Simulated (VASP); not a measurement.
# AlN in VASP: notebook

AlN is run at these levels: PBEsol; tasks: single point.

Program: VASP 6.6.1. These are calculated values, not measurements. Logs are shortened: lines on timing, memory, paths and dates and some standing lists are left out, and cuts for length are marked.

**1. The cell of the first run**

Symmetry: C2/m, No. 12, monoclinic system. Conventional cell: a = 4.690 Å, b = 2.860 Å, c = 2.864 Å, α = 90.00°, β = 120.89°, γ = 90.00°. Within 2.7 Å of Al (site symmetry 2/m) lie 6 N at 2.02 to 2.03 Å. N (site symmetry 2/m) has 6 Al at 2.02 to 2.03 Å within 2.7 Å.

**2. Single point, PBEsol (engineering shear strain xz -0.0800, engineering shear strain yz -0.0800)**

INCAR reads:

```
SYSTEM = AlN
ALGO = Normal
EDIFF = 1E-7
ENCUT = 520
GGA = PS
ISIF = 2
ISMEAR = 0
LASPH = .True.
LCHARG = .True.
LELF = .True.
LREAL = .False.
LVHAR = .True.
LWAVE = .False.
NBANDS = 11
NELM = 60
PREC = Accurate
SIGMA = 0.05
```

KPOINTS reads:

```
k-points
0
Gamma
  10 10 10
  0 0 0
```

POSCAR reads:

```
AlN
1.0
   -0.0808908813      1.9413811517      1.9413811517
    1.9413811517     -0.0808908813      1.9413811517
    2.0222720330      2.0222720330     -0.1617817626
Al N
1 1
Direct
    0.5000000000      0.5000000000      0.5000000000
    0.0000000000      0.0000000000      0.0000000000
```

Potentials or basis: VASP PAW PBE potentials, release 64 (Al, N).

On the command line:

```
> cat potpaw_PBE.64/Al/POTCAR potpaw_PBE.64/N/POTCAR > POTCAR
> mpirun -np 1 vasp_std > vasp.out
```

OUTCAR:

```text
SYSTEM = AlN
   EDIFF = 1E-7
   ENCUT = 520
   GGA = PS
   ISIF = 2
   ISMEAR = 0
   LASPH = .True.
   LREAL = .False.
   NELM = 60
   PREC = Accurate

 ion  position               nearest neighbor table
   1  0.500  0.500  0.500-   2 2.02   2 2.02   2 2.02   2 2.02   2 2.03   2 2.03
   2  0.000  0.000  0.000-   1 2.02   1 2.02   1 2.02   1 2.02   1 2.03   1 2.03

  LATTYP: Found a base centered monoclinic cell.
 ALAT       =     4.6902762389
 B/A-ratio  =     0.6097560976
 C/A-ratio  =     0.6107309281
 COS(beta)  =    -0.5133256764

  Lattice vectors:

 A1 = (   0.0808908813,  -1.9413811517,  -1.9413811517)
 A2 = (  -1.9413811517,   0.0808908813,  -1.9413811517)
 A3 = (   2.0222720330,   2.0222720330,  -0.1617817626)

Analysis of symmetry for initial positions (statically):
=====================================================================
 Subroutine PRICEL returns:
 Original cell was already a primitive cell.

 Routine SETGRP: Setting up the symmetry group for a
 base centered monoclinic supercell.

 Subroutine GETGRP returns: Found  4 space group operations
 (whereof  4 operations were pure point group operations)
 out of a pool of  4 trial point group operations.

The static configuration has the point symmetry C_2h.

Analysis of symmetry for dynamics (positions and initial velocities):
=====================================================================
 Subroutine PRICEL returns:
 Original cell was already a primitive cell.

 Routine SETGRP: Setting up the symmetry group for a
 base centered monoclinic supercell.

 Subroutine GETGRP returns: Found  4 space group operations
 (whereof  4 operations were pure point group operations)
 out of a pool of  4 trial point group operations.

The dynamic configuration has the point symmetry C_2h.

 Subroutine INISYM returns: Found  4 space group operations
 (whereof  4 operations are pure point group operations),
 and found     1 'primitive' translations

----------------------------------------------------------------------------------------

                                     Primitive cell

  volume of cell :      16.4876

  direct lattice vectors                    reciprocal lattice vectors
    -0.080890881  1.941381152  1.941381152    -0.237325042  0.257168273  0.248040386
     1.941381152 -0.080890881  1.941381152     0.257168273 -0.237325042  0.248040386
     2.022272033  2.022272033 -0.161781763     0.238118771  0.238118771 -0.228197155

  length of vectors
     2.746718931  2.746718931  2.864496760     0.428932080  0.428932080  0.406786234

  position of ions in fractional coordinates (direct lattice)
     0.500000000  0.500000000  0.500000000
     0.000000000  0.000000000  0.000000000

  ion indices of the primitive-cell ions
   primitive index   ion index
                 1           1
                 2           2

----------------------------------------------------------------------------------------

 KPOINTS: k-points

Automatic generation of k-mesh.
 Grid dimensions read from file:
 generate k-points for:   10   10   10

 Generating k-lattice:

  Cartesian coordinates                     Fractional coordinates (reciprocal lattice)
    -0.023732504  0.025716827  0.024804039     0.100000000 -0.000000000  0.000000000
     0.025716827 -0.023732504  0.024804039    -0.000000000  0.100000000  0.000000000
     0.023811877  0.023811877 -0.022819716     0.000000000  0.000000000  0.100000000

  Length of vectors
     0.042893208  0.042893208  0.040678623

  Shift w.r.t. Gamma in fractional coordinates (k-lattice)
     0.000000000  0.000000000  0.000000000

 Subroutine IBZKPT returns following result:
 ===========================================

 Found    282 irreducible k-points:

 Following reciprocal coordinates:
            Coordinates               Weight
  0.000000  0.000000  0.000000      1.000000
  0.100000 -0.000000  0.000000      4.000000
  0.200000 -0.000000  0.000000      4.000000
  0.300000 -0.000000 -0.000000      4.000000
  0.400000  0.000000 -0.000000      4.000000
  0.500000 -0.000000  0.000000      2.000000
[... 16 lines left out ...]
  0.300000  0.300000  0.000000      2.000000
  0.400000  0.300000 -0.000000      4.000000
 [... further k-points ...]
   k-points           NKPTS =    282   k-points in BZ     NKDIM =    282   number of bands    NBANDS=     11
   number of dos      NEDOS =    301   number of ions     NIONS =      2
   total plane-waves  NPLWV =   9600
   dimension x,y,z NGX =    20 NGY =   20 NGZ =   24
   dimension x,y,z NGXF=    40 NGYF=   40 NGZF=   48
   ions per type =               1   1
   NGX,Y,Z   is equivalent  to a cutoff of  12.11, 12.11, 13.93 a.u.
   NGXF,Y,Z  is equivalent  to a cutoff of  24.21, 24.21, 27.86 a.u.
 SYSTEM =  AlN
   PREC   = accura    normal or accurate (medium, high low for compatibility)
   ISTART =      0    job   : 0-new  1-cont  2-samecut
   ICHARG =      2    charge: 1-file 2-atom 10-const
   ISPIN  =      1    spin polarized calculation?
   LNONCOLLINEAR =      F non collinear calculations
   LSORBIT =      F    spin-orbit coupling
   LASPH  =      T    aspherical Exc in radial PAW
   ENCUT  =  520.0 eV  38.22 Ry    6.18 a.u.   5.11  5.11  5.33*2*pi/ulx,y,z
   NELM   =     60;   NELMIN=  2; NELMDL= -5     # of ELM steps
   EDIFF  = 0.1E-06   stopping-criterion for ELM
   LREAL  =      F    real-space projection
   EDIFFG = 0.1E-05   stopping-criterion for IOM
   NSW    =      0    number of steps for IOM
   IBRION =     -1    ionic relax: 0-MD 1-quasi-New 2-CG
   NFREE  =      0    steps in history (QN), initial steepest desc. (CG)
   ISIF   =      2    stress and relaxation
   ISYM   =      2    0-nonsym 1-usesym 2-fastsym
   POTIM  = 0.5000    time-step for ionic-motion
   TEBEG  =    0.0;   TEEND  =   0.0 temperature during run
   PSTRESS=    0.0 pullay stress
   NELECT =       8.0000    total number of electrons
   NUPDOWN=      -1.0000    fix difference up-down
   EMIN   =  10.00;   EMAX   =-10.00  energy-range for DOS
   EFERMI =   0.00;   METHOD = LEGACY
   ISMEAR =     0;   SIGMA  =   0.05  broadening in eV -4-tet -1-fermi 0-gaus
   EFERMI_NEDOS =   21; number of points for ismear=-14 and -15
   IALGO  =     38    algorithm
   IMIX   =      4    mixing-type and parameters
     AMIX     =   0.40;   BMIX     =  1.00
     AMIX_MAG =   1.60;   BMIX_MAG =  1.00
  volume/ion in A,a.u.               =       8.24        55.63
  Fermi-wavevector in a.u.,A,eV,Ry     =   1.286429  2.430999 22.516285  1.654900
  Thomas-Fermi vector in A             =   2.418504
   LORBIT       =      0    0 simple, 1 ext, 2 COOP (PROOUT), +10 PAW based schemes
   GGA     = PS    functional components
   LHFCALC =     F    Hartree Fock is set to
   AEXX    =    0.0000 exact exchange contribution
   IVDW    =     0    specifies the selected vdW correction
   LEPSILON=     F    determine dielectric tensor
   LRPA    =     F    only Hartree local field effects (RPA)
 non-spin polarized calculation
 Gauss-broadening in eV      SIGMA  =   0.05
  energy-cutoff  :      520.00
  volume of cell :       16.49
 maximum number of plane-waves:       458
   NGX = 11   NGY = 11   NGZ = 11

 number of electron       8.0000001 magnetization

 Free energy of the ion-electron system (eV)
  ---------------------------------------------------
  ext. energy  EPLUGINS =         0.00000000
  ---------------------------------------------------
  free energy    TOTEN  =       -15.24266024 eV

  energy without entropy =      -15.24266024  energy(sigma->0) =      -15.24266024

 E-fermi :  10.9367     XC(G=0): -12.4683

 val. band max:       10.7172613968   @ k =   0.0000   0.0000   0.0000
 cond. band min:      13.4701059450   @ k =   0.5000  -0.0000   0.5000
 fundamental gap:      2.7528445481
 Fermi energy:        10.9366623053

 k-point     1 :       0.0000    0.0000    0.0000
  band No.  band energies     occupation
      1      -7.6280      2.00000
      2       9.1355      2.00000
      3      10.0056      2.00000
      4      10.7173      2.00000
      5      15.1493      0.00000
      6      20.6553      0.00000
      7      21.8857      0.00000
      8      24.0693      0.00000
      9      26.4633      0.00000
     10      27.7484      0.00000
     11      27.8656      0.00000

 k-point     2 :       0.1000   -0.0000    0.0000
  band No.  band energies     occupation
      1      -7.4202      2.00000
      2       8.7479      2.00000
      3       9.3591      2.00000
      4      10.4751      2.00000
      5      15.7154      0.00000
      6      20.7817      0.00000
      7      21.4509      0.00000
      8      23.9864      0.00000
      9      25.7250      0.00000
     10      26.5702      0.00000
     11      28.2378      0.00000

 k-point     3 :       0.2000   -0.0000    0.0000
  band No.  band energies     occupation
      1      -6.8151      2.00000
      2       6.7788      2.00000
      3       8.9534      2.00000
      4      10.1056      2.00000
      5      16.3411      0.00000
      6      20.4505      0.00000
      7      21.9327      0.00000
      8      23.5413      0.00000
      9      24.5371      0.00000
     10      26.7398      0.00000
     11      27.7601      0.00000

 k-point     4 :       0.3000   -0.0000   -0.0000
  band No.  band energies     occupation
      1      -5.8847      2.00000
      2       4.4351      2.00000
      3       8.6854      2.00000
      4       9.7336      2.00000
      5      16.1817      0.00000
      6      21.2175      0.00000
      7      21.4634      0.00000
      8      22.6364      0.00000
      9      25.5171      0.00000
     10      26.7153      0.00000
     11      28.9046      0.00000
[... 239 lines left out ...]
 k-point    22 :      -0.2000    0.2000    0.0000
  band No.  band energies     occupation
      1      -5.5898      2.00000
      2       5.0352      2.00000
      3       6.9516      2.00000
      4       9.2448      2.00000
      5      17.9307      0.00000
      6      19.2914      0.00000
      7      20.7747      0.00000
      8      23.0246      0.00000
      9      25.3319      0.00000
     10      29.3447      0.00000
     11      30.6955      0.00000

 k-point    23 :       0.3000    0.3000    0.0000
  band No.  band energies     occupation
      1      -5.3170      2.00000
      2       5.1232      2.00000
      3       7.9048      2.00000
      4       7.9375      2.00000
      5      16.5110      0.00000
      6      16.8047      0.00000
      7      21.0263      0.00000
      8      25.2196      0.00000
      9      26.0995      0.00000
     10      30.4374      0.00000
     11      33.0849      0.00000

 k-point    24 :       0.4000    0.3000   -0.0000
  band No.  band energies     occupation
      1      -4.5357      2.00000
      2       4.0831      2.00000
      3       7.0997      2.00000
      4       7.7040      2.00000
      5      16.0502      0.00000
      6      16.7515      0.00000
      7      21.4648      0.00000
      8      25.8296      0.00000
      9      26.0383      0.00000
     10      31.6855      0.00000
     11      34.3972      0.00000

 [... further k-points ...]
[... 5 lines left out ...]
  --------------------------------------------------------------------------------------
  -------------------------------------------------------------------------------------
  Total        0.0763154      0.0763154      0.3629905     -0.2917053      2.5651891      2.5651891
  in kB        7.4159324      7.4159324     35.2735471    -28.3464189    249.2718386    249.2718386
  external PRESSURE =      16.7018040 kB  Pullay stress =       0.0000000 kB

 VOLUME and BASIS-vectors are now :
 -----------------------------------------------------------------------------
  energy-cutoff  :      520.00
  volume of cell :       16.49
      direct lattice vectors                 reciprocal lattice vectors
    -0.080890881  1.941381152  1.941381152    -0.237325042  0.257168273  0.248040386
     1.941381152 -0.080890881  1.941381152     0.257168273 -0.237325042  0.248040386
     2.022272033  2.022272033 -0.161781763     0.238118771  0.238118771 -0.228197155

 POSITION                                       TOTAL-FORCE (eV/Angst)
 -----------------------------------------------------------------------------------
      1.94138      1.94138      1.86049         0.000000     -0.000000     -0.000000
      0.00000      0.00000      0.00000        -0.000000      0.000000      0.000000
 -----------------------------------------------------------------------------------
    total drift:                                0.000000     -0.000000     -0.000000

  FREE ENERGIE OF THE ION-ELECTRON SYSTEM (eV)
  ---------------------------------------------------
  free  energy   TOTEN  =       -15.2426602414 eV

  energy  without entropy=      -15.2426602414  energy(sigma->0) =      -15.24266024
```

Wall time 26 s (1 thread of Intel Xeon Platinum 8488C (Sapphire Rapids), shared host); peak memory 0.16 GiB.

Results:

| Quantity | Value |
| --- | --- |
| Free energy | -15.2427 eV |
| Pressure | 1.7 GPa |
| Band gap on the k mesh | 2.75 eV, indirect (least direct gap 4.43 eV) |

Stress tensor (GPa, compression positive):
```
 0.74 -2.83 24.93
-2.83  0.74 24.93
24.93 24.93  3.53
```

Caveat: the cell differs from its parent crystal (engineering shear strain xz -0.0800, engineering shear strain yz -0.0800); the PAW data sets were made with another functional, which shifts forces and pressure a little. A k mesh can miss the band edges.

**3. Single point, PBEsol (engineering shear strain xz -0.0600, engineering shear strain yz -0.0600)**

INCAR reads:

```
SYSTEM = AlN
  PREC = Accurate
  ENCUT = 520
  EDIFF = 1E-6
  ISMEAR = 0
  SIGMA = 0.05
  LREAL = .False.
  LASPH = .True.
  NELM = 80
  ALGO = Normal
  ISIF = 2
  LWAVE = .False.
  LCHARG = .False.
  GGA = PS
  NBANDS = 11
```

KPOINTS reads:

```
Automatic mesh
0
Gamma
  10 10 10
  0 0 0
```

POSCAR reads:

```
AlN
1.0
   -0.0606681610      1.9616038720      1.9616038720
    1.9616038720     -0.0606681610      1.9616038720
    2.0222720330      2.0222720330     -0.1213363220
Al N
1 1
Direct
    0.5000000000      0.5000000000      0.5000000000
    0.0000000000      0.0000000000      0.0000000000
```

Potentials or basis: VASP PAW PBE potentials, release 64 (Al, N).

On the command line:

```
> cat potpaw_PBE.64/Al/POTCAR potpaw_PBE.64/N/POTCAR > POTCAR
> mpirun -np 1 vasp_std > vasp.out
```

OUTCAR:

```text
SYSTEM = AlN
   PREC = Accurate
   ENCUT = 520
   EDIFF = 1E-6
   ISMEAR = 0
   LREAL = .False.
   LASPH = .True.
   NELM = 80
   ISIF = 2
   GGA = PS

 ion  position               nearest neighbor table
   1  0.500  0.500  0.500-   2 2.02   2 2.02   2 2.02   2 2.02   2 2.02   2 2.02
   2  0.000  0.000  0.000-   1 2.02   1 2.02   1 2.02   1 2.02   1 2.02   1 2.02

  LATTYP: Found a base centered monoclinic cell.
 ALAT       =     4.7559091830
 B/A-ratio  =     0.6013412842
 C/A-ratio  =     0.6018822481
 COS(beta)  =    -0.5297861513

  Lattice vectors:

 A1 = (   0.0606681610,  -1.9616038720,  -1.9616038720)
 A2 = (  -1.9616038720,   0.0606681610,  -1.9616038720)
 A3 = (   2.0222720330,   2.0222720330,  -0.1213363220)

Analysis of symmetry for initial positions (statically):
=====================================================================
 Subroutine PRICEL returns:
 Original cell was already a primitive cell.

 Routine SETGRP: Setting up the symmetry group for a
 base centered monoclinic supercell.

 Subroutine GETGRP returns: Found  4 space group operations
 (whereof  4 operations were pure point group operations)
 out of a pool of  4 trial point group operations.

The static configuration has the point symmetry C_2h.

Analysis of symmetry for dynamics (positions and initial velocities):
=====================================================================
 Subroutine PRICEL returns:
 Original cell was already a primitive cell.

 Routine SETGRP: Setting up the symmetry group for a
 base centered monoclinic supercell.

 Subroutine GETGRP returns: Found  4 space group operations
 (whereof  4 operations were pure point group operations)
 out of a pool of  4 trial point group operations.

The dynamic configuration has the point symmetry C_2h.

 Subroutine INISYM returns: Found  4 space group operations
 (whereof  4 operations are pure point group operations),
 and found     1 'primitive' translations

----------------------------------------------------------------------------------------

                                     Primitive cell
[... 116 lines left out ...]
   GGA     = PS    functional components
   LHFCALC =     F    Hartree Fock is set to
   AEXX    =    0.0000 exact exchange contribution
   IVDW    =     0    specifies the selected vdW correction
   LEPSILON=     F    determine dielectric tensor
   LRPA    =     F    only Hartree local field effects (RPA)
 non-spin polarized calculation
 Gauss-broadening in eV      SIGMA  =   0.05
  energy-cutoff  :      520.00
  volume of cell :       16.51
 maximum number of plane-waves:       458
 NGX is ok and might be reduce to    24
   NGX = 11   NGY = 11   NGZ = 11

 number of electron       8.0000000 magnetization

 Free energy of the ion-electron system (eV)
  ---------------------------------------------------
  ext. energy  EPLUGINS =         0.00000000
  ---------------------------------------------------
  free energy    TOTEN  =       -15.33287699 eV

  energy without entropy =      -15.33287699  energy(sigma->0) =      -15.33287699

 E-fermi :  10.7061     XC(G=0): -12.4594

 val. band max:       10.4973890261   @ k =   0.0000   0.0000   0.0000
 cond. band min:      13.7436090755   @ k =   0.5000  -0.0000   0.5000
 fundamental gap:      3.2462200494
 Fermi energy:        10.7060847485

 k-point     1 :       0.0000    0.0000    0.0000
  band No.  band energies     occupation
      1      -7.6451      2.00000
      2       9.3100      2.00000
      3       9.9482      2.00000
      4      10.4974      2.00000
      5      15.3128      0.00000
      6      20.8707      0.00000
      7      21.8904      0.00000
      8      23.4509      0.00000
      9      26.6323      0.00000
     10      27.6642      0.00000
     11      27.7286      0.00000
[... 309 lines left out ...]
 k-point    24 :       0.4000    0.3000   -0.0000
  band No.  band energies     occupation
      1      -4.5760      2.00000
      2       4.0445      2.00000
      3       7.0772      2.00000
      4       7.6481      2.00000
      5      15.9980      0.00000
      6      16.7185      0.00000
      7      21.6754      0.00000
      8      25.7668      0.00000
      9      25.9673      0.00000
     10      31.6557      0.00000
     11      34.4573      0.00000

 [... further k-points ...]
[... 5 lines left out ...]
  --------------------------------------------------------------------------------------
  -------------------------------------------------------------------------------------
  Total        0.0444683      0.0444683      0.2051332     -0.1634405      1.9280208      1.9280208
  in kB        4.3151359      4.3151359     19.9058296    -15.8600323    187.0923426    187.0923427
  external PRESSURE =       9.5120338 kB  Pullay stress =       0.0000000 kB

 VOLUME and BASIS-vectors are now :
 -----------------------------------------------------------------------------
  energy-cutoff  :      520.00
  volume of cell :       16.51
      direct lattice vectors                 reciprocal lattice vectors
    -0.060668161  1.961603872  1.961603872    -0.239815882  0.254677432  0.247692504
     1.961603872 -0.060668161  1.961603872     0.254677432 -0.239815882  0.247692504
     2.022272033  2.022272033 -0.121336322     0.240261729  0.240261729 -0.232830953

 POSITION                                       TOTAL-FORCE (eV/Angst)
 -----------------------------------------------------------------------------------
      1.96160      1.96160      1.90094         0.000000     -0.000000     -0.000000
      0.00000      0.00000      0.00000        -0.000000      0.000000      0.000000
 -----------------------------------------------------------------------------------
    total drift:                                0.000000     -0.000000     -0.000000

  FREE ENERGIE OF THE ION-ELECTRON SYSTEM (eV)
  ---------------------------------------------------
  free  energy   TOTEN  =       -15.3328769946 eV

  energy  without entropy=      -15.3328769946  energy(sigma->0) =      -15.33287699
```

Run time: 25 s. Hardware: 1 thread of Intel Xeon Platinum 8488C (Sapphire Rapids), shared host; peak memory 0.16 GiB.

Results:

```yaml
Free_energy: -15.3329 eV
Pressure: 1.0 GPa
Band_gap_on_the_k_mesh: 3.25 eV, indirect (least direct gap 4.82 eV)
```

Stress tensor (GPa, compression positive):
```
 0.43 -1.59 18.71
-1.59  0.43 18.71
18.71 18.71  1.99
```

Caveat: the cell differs from its parent crystal (engineering shear strain xz -0.0600, engineering shear strain yz -0.0600); the PAW data sets were made with another functional, which shifts forces and pressure a little.

[end of part 1 of 2]
